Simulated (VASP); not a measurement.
# SnO2 (P4_2/mnm) in VASP: single point with PBE

Aim: the single point of SnO2 with PBE.

Program: VASP 6.6.1. These are calculated values, not measurements. Logs are shortened: lines on timing, memory, paths and dates and some standing lists are left out, and cuts for length are marked.

## 1. The cell of the first run

The structure is tetragonal, space group P4_2/mnm (No. 136). Conventional cell: a = 4.828 Å, b = 4.828 Å, c = 3.238 Å, α = 90.00°, β = 90.00°, γ = 90.00°. Within 2.8 Å of Sn (site symmetry mmm) lie 6 O at 2.09 Å. O (site symmetry m2m) has 3 Sn at 2.09 Å and 1 O at 2.64 Å within 2.8 Å.

## 2. Single point, PBE

POSCAR reads:

```
SnO2
1.0
    4.8275742947      0.0000000000      0.0000000000
    0.0000000000      4.8275742947      0.0000000000
    0.0000000000      0.0000000000      3.2381011166
Sn O
2 4
Direct
    0.0000000000      0.0000000000      0.0000000000
    0.5000000000      0.5000000000      0.5000000000
    0.3065775573      0.3065775573      0.0000000000
    0.8065775573      0.1934224427      0.5000000000
    0.1934224427      0.8065775573      0.5000000000
    0.6934224427      0.6934224427      0.0000000000
```

INCAR.step1 reads:

```
SYSTEM = SnO2
ALGO = Normal
EDIFF = 1E-6
ENCUT = 520
GGA = PE
ISIF = 2
ISMEAR = 0
LASPH = .TRUE.
LCHARG = .TRUE.
LREAL = .FALSE.
LWAVE = .FALSE.
NBANDS = 35
NELM = 80
PREC = Accurate
SIGMA = 0.05
```

KPOINTS.step1 reads:

```
k-points
0
G
  6 6 10
  0 0 0
```

INCAR.step2 reads:

```
SYSTEM = SnO2
ALGO = Normal
EDIFF = 1E-6
ENCUT = 520
GGA = PE
ICHARG = 11
ISIF = 2
ISMEAR = -5
LASPH = .TRUE.
LCHARG = .FALSE.
LORBIT = 11
LREAL = .FALSE.
LWAVE = .FALSE.
NEDOS = 1001
NELM = 80
PREC = Accurate
SIGMA = 0.05
```

KPOINTS.step2 reads:

```
k-points
0
G
  9 9 15
  0 0 0
```

Potentials or basis: VASP PAW PBE potentials, release 64 (Sn_d, O).

On the command line:

```bash
cat potpaw_PBE.64/Sn_d/POTCAR potpaw_PBE.64/O/POTCAR > POTCAR
cp INCAR.step1 INCAR
cp KPOINTS.step1 KPOINTS
mpirun -np 1 vasp_std > vasp.out
cp INCAR.step2 INCAR
cp KPOINTS.step2 KPOINTS
mpirun -np 1 vasp_std > vasp.out
```

OUTCAR:

```text
SYSTEM = SnO2
   EDIFF = 1E-6
   ENCUT = 520
   GGA = PE
   ICHARG = 11
   ISIF = 2
   ISMEAR = -5
   LASPH = .TRUE.
   LORBIT = 11
   LREAL = .FALSE.
   NELM = 80
   PREC = Accurate

 ion  position               nearest neighbor table
   1  0.000  0.000  0.000-   4 2.09   5 2.09   4 2.09   5 2.09   3 2.09   6 2.09
   2  0.500  0.500  0.500-   3 2.09   6 2.09   3 2.09   6 2.09   5 2.09   4 2.09
   3  0.307  0.307  0.000-   2 2.09   2 2.09   1 2.09
   4  0.807  0.193  0.500-   1 2.09   1 2.09   2 2.09
   5  0.193  0.807  0.500-   1 2.09   1 2.09   2 2.09
   6  0.693  0.693  0.000-   2 2.09   2 2.09   1 2.09

  LATTYP: Found a simple tetragonal cell.
 ALAT       =     4.8275742947
 C/A-ratio  =     0.6707511721

  Lattice vectors:

 A1 = (   4.8275742947,   0.0000000000,   0.0000000000)
 A2 = (   0.0000000000,   4.8275742947,   0.0000000000)
 A3 = (   0.0000000000,   0.0000000000,   3.2381011166)

Analysis of symmetry for initial positions (statically):
=====================================================================
 Subroutine PRICEL returns:
 Original cell was already a primitive cell.

 Routine SETGRP: Setting up the symmetry group for a
 simple tetragonal supercell.

 Subroutine GETGRP returns: Found 16 space group operations
 (whereof  8 operations were pure point group operations)
 out of a pool of 16 trial point group operations.

The static configuration has the point symmetry D_2h.
 The point group associated with its full space group is D_4h.

Analysis of symmetry for dynamics (positions and initial velocities):
=====================================================================
 Subroutine PRICEL returns:
 Original cell was already a primitive cell.

 Routine SETGRP: Setting up the symmetry group for a
 simple tetragonal supercell.

 Subroutine GETGRP returns: Found 16 space group operations
 (whereof  8 operations were pure point group operations)
 out of a pool of 16 trial point group operations.

The dynamic configuration has the point symmetry D_2h.
 The point group associated with its full space group is D_4h.

 Subroutine INISYM returns: Found 16 space group operations
 (whereof  8 operations are pure point group operations),
 and found     1 'primitive' translations

----------------------------------------------------------------------------------------

                                     Primitive cell

  volume of cell :      75.4655
[... 112 lines left out ...]
   EMIN   =  10.00;   EMAX   =-10.00  energy-range for DOS
   EFERMI =   0.00;   METHOD = LEGACY
   ISMEAR =    -5;   SIGMA  =   0.05  broadening in eV -4-tet -1-fermi 0-gaus
   EFERMI_NEDOS =   21; number of points for ismear=-14 and -15
   IALGO  =     38    algorithm
   IMIX   =      4    mixing-type and parameters
     AMIX     =   0.40;   BMIX     =  1.00
     AMIX_MAG =   1.60;   BMIX_MAG =  1.00
  volume/ion in A,a.u.               =      12.58        84.88
  Fermi-wavevector in a.u.,A,eV,Ry     =   1.445972  2.732491 28.447531  2.090835
  Thomas-Fermi vector in A             =   2.564093
   LORBIT       =     11    0 simple, 1 ext, 2 COOP (PROOUT), +10 PAW based schemes
   GGA     = PE    functional components
   LHFCALC =     F    Hartree Fock is set to
   AEXX    =    0.0000 exact exchange contribution
   IVDW    =     0    specifies the selected vdW correction
   LEPSILON=     F    determine dielectric tensor
   LRPA    =     F    only Hartree local field effects (RPA)
 non-spin polarized calculation
 Fermi weights with tetrahedron method with Bloechl corrections
  energy-cutoff  :      520.00
  volume of cell :       75.47
 maximum number of plane-waves:      2060
 NGX is ok and might be reduce to    36

 number of electron      52.0000002 magnetization

 Free energy of the ion-electron system (eV)
  ---------------------------------------------------
  ext. energy  EPLUGINS =         0.00000000
  ---------------------------------------------------
  free energy    TOTEN  =       -37.31201362 eV

  energy without entropy =      -37.31201362  energy(sigma->0) =      -37.31201362

 E-fermi :   5.5464     XC(G=0): -10.9757

 val. band max:        5.5307918151   @ k =   0.0000   0.0000   0.0000
 cond. band min:       6.1992659190   @ k =   0.0000   0.0000   0.0000
 fundamental gap:      0.6684741039
 Fermi energy:         5.5463638502

 k-point     1 :       0.0000    0.0000    0.0000
  band No.  band energies     occupation
      1     -15.5102      2.00000
      2     -14.8416      2.00000
      3     -14.6416      2.00000
      4     -14.6282      2.00000
      5     -14.6282      2.00000
      6     -14.5549      2.00000
[... 805 lines left out ...]
     30      12.5411      0.00000
     31      15.6588      0.00000

 [... further k-points ...]

------------------------ aborting loop because EDIFF is reached ----------------------------------------

  FORCE on cell =-STRESS in cart. coord.  units (eV):
  Direction    XX          YY          ZZ          XY          YZ          ZX
  --------------------------------------------------------------------------------------
  -------------------------------------------------------------------------------------
  Total        0.2359111      0.2359111      0.3737454     -0.0000000      0.0000000      0.0000000
  in kB        5.0085339      5.0085339      7.9348391     -0.0000000      0.0000000      0.0000000
  external PRESSURE =       5.9839690 kB  Pullay stress =       0.0000000 kB

 VOLUME and BASIS-vectors are now :
 -----------------------------------------------------------------------------
  energy-cutoff  :      520.00
  volume of cell :       75.47
      direct lattice vectors                 reciprocal lattice vectors
     4.827574295  0.000000000  0.000000000     0.207143368  0.000000000  0.000000000
     0.000000000  4.827574295  0.000000000     0.000000000  0.207143368  0.000000000
     0.000000000  0.000000000  3.238101117     0.000000000  0.000000000  0.308822969

 POSITION                                       TOTAL-FORCE (eV/Angst)
 -----------------------------------------------------------------------------------
      0.00000      0.00000      0.00000         0.000000      0.000000      0.000000
      2.41379      2.41379      1.61905         0.000000      0.000000      0.000000
      1.48003      1.48003      0.00000        -0.011466     -0.011466     -0.000000
      3.89381      0.93376      1.61905        -0.011466      0.011466      0.000000
      0.93376      3.89381      1.61905         0.011466     -0.011466      0.000000
      3.34755      3.34755      0.00000         0.011466      0.011466      0.000000
 -----------------------------------------------------------------------------------
    total drift:                               -0.000000      0.000000      0.000000

  FREE ENERGIE OF THE ION-ELECTRON SYSTEM (eV)
  ---------------------------------------------------
  free  energy   TOTEN  =       -37.3120136213 eV

  energy  without entropy=      -37.3120136213  energy(sigma->0) =      -37.31201362

 total charge

# of ion       s       p       d       tot
------------------------------------------
    1        0.880   1.027  10.329  12.237
    2        0.880   1.027  10.329  12.237
    3        1.561   3.481   0.000   5.042
    4        1.561   3.481   0.000   5.042
    5        1.561   3.481   0.000   5.042
    6        1.561   3.481   0.000   5.042
--------------------------------------------------
tot          8.004  15.979  20.659  44.641
```

OUTCAR.step1:

```text
SYSTEM = SnO2
   EDIFF = 1E-6
   ENCUT = 520
   GGA = PE
   ISIF = 2
   ISMEAR = 0
[... 1152 lines left out ...]
      1.48003      1.48003      0.00000        -0.011672     -0.011672      0.000000
      3.89381      0.93376      1.61905        -0.011672      0.011672      0.000000
      0.93376      3.89381      1.61905         0.011672     -0.011672      0.000000
      3.34755      3.34755      0.00000         0.011672      0.011672     -0.000000
 -----------------------------------------------------------------------------------
    total drift:                                0.000000      0.000000      0.000000

  FREE ENERGIE OF THE ION-ELECTRON SYSTEM (eV)
  ---------------------------------------------------
  free  energy   TOTEN  =       -37.3111228800 eV

  energy  without entropy=      -37.3111228800  energy(sigma->0) =      -37.31112288
```

Wall time 97 s (1 thread of Intel Xeon 6975P-C (Granite Rapids), shared host); peak memory 0.32 GiB.

What came out:

```yaml
Valence_electrons_inside_the_program's_atomic_spheres: Sn 12.24; O 5.04
```

Caveat: spin-orbit coupling is left out, which moves the levels of the heavy elements.
